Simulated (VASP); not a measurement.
Here is a VASP 6.6.1 calculation.

The input INCAR:

```
SYSTEM = Au
ALGO = Normal ; EDIFF = 1E-7
EDIFFG = -0.008 ; ENCUT = 600
GGA = PE ; IBRION = 2
ISIF = 3 ; ISMEAR = 0
LASPH = .True. ; LCHARG = .False.
LREAL = .False. ; LWAVE = .False.
NELM = 60 ; NSW = 70
PREC = Accurate ; PSTRESS = 900.0
SIGMA = 0.1
```

File KPOINTS:

```
k-points
0
Gamma
  20 20 20
  0 0 0
```

POSCAR

```
Au
1.0
   -1.5036435855      1.5036435855      1.5036435855
    1.5036435855     -1.5036435855      1.5036435855
    1.5036435855      1.5036435855     -1.5036435855
Au
1
Direct
    0.0000000000      0.0000000000      0.0000000000
```

Potentials or basis: VASP PAW PBE potentials, release 64 (Au).

The run is started by

```console
$ cat potpaw_PBE.64/Au/POTCAR > POTCAR
$ mpirun -np 1 vasp_std > vasp.out
```

Predict the relaxed cell.

a = 2.600 Å, b = 2.600 Å, c = 2.600 Å, α = 109.47°, β = 109.47°, γ = 109.47°.

What does it give for the relaxed volume?

13.53 Å³/atom.

The path:
```tsv
step	energy change (eV)	largest force (eV/Å)	pressure (GPa)	volume (Å³)
1	0.0000	0.0000	87.11	13.60
2	0.2899	0.0000	108.58	13.12
3	0.0380	0.0000	89.97	13.53
```

Caveat: the cell is relaxed towards a set pressure, so the enthalpy falls and the energy may rise.
